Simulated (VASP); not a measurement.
A run of VASP 6.6.1 is set up as follows.

Contents of INCAR:

```
SYSTEM = Cu5SnO2
PREC     = Accurate       ! precision mode
ENCUT    = 600            ! plane-wave cutoff, eV
EDIFF    = 1E-7           ! SCF threshold, eV
ISMEAR   = 0              ! smearing method
SIGMA    = 0.1            ! smearing width, eV
LREAL    = .False.        ! projectors in reciprocal space
LASPH    = .True.         ! aspherical terms in the spheres
NELM     = 120            ! most SCF steps
ALGO     = Normal         ! electronic algorithm
ISIF     = 3              ! what is computed and relaxed
LWAVE    = .False.        ! write WAVECAR
LCHARG   = .False.        ! write CHGCAR
GGA      = PE             ! functional
IBRION   = 2              ! ionic algorithm
NSW      = 100            ! ionic steps
EDIFFG   = -0.01          ! ionic threshold
GGA_COMPAT= .False.      
NELMIN   = 4
```

The input KPOINTS:

```
Automatic mesh
0
Gamma
  8 8 6
  0 0 0
```

The input POSCAR:

```
Cu5SnO2
1.0
    4.3148854466      0.0000000000      0.0000000000
    0.0000000000      4.3148854466      0.0000000000
    0.0000000000      0.0000000000      6.3630483332
Cu Sn O
5 1 2
Direct
    0.5000000000      0.0000000000      0.3141851005
    0.5000000000      0.0000000000      0.6858148995
    0.0000000000      0.5000000000      0.3141851005
    0.0000000000      0.5000000000      0.6858148995
    0.5000000000      0.5000000000      0.5000000000
    0.0000000000      0.0000000000      0.0000000000
    0.5000000000      0.0000000000      0.0000000000
    0.0000000000      0.5000000000      0.0000000000
```

Potentials or basis: VASP PAW PBE potentials, release 64 (Cu, Sn_d, O).

Command:

```bash
$ cat potpaw_PBE.64/Cu/POTCAR potpaw_PBE.64/Sn_d/POTCAR potpaw_PBE.64/O/POTCAR > POTCAR
$ mpirun -np 1 vasp_std > vasp.out
```

(1) Predict the band gap on the k mesh.

(2) What does it give for the space group after relaxing (to 0.1 Å)?

(3) Estimate the relaxed volume.

Results:

(1) zero (an odd number of electrons rules out a gap without spin polarisation).

(2) P4/mmm (No. 123).

(3) 14.88 Å³/atom.

Caveat: spin-orbit coupling is left out, which moves the levels of the heavy elements.
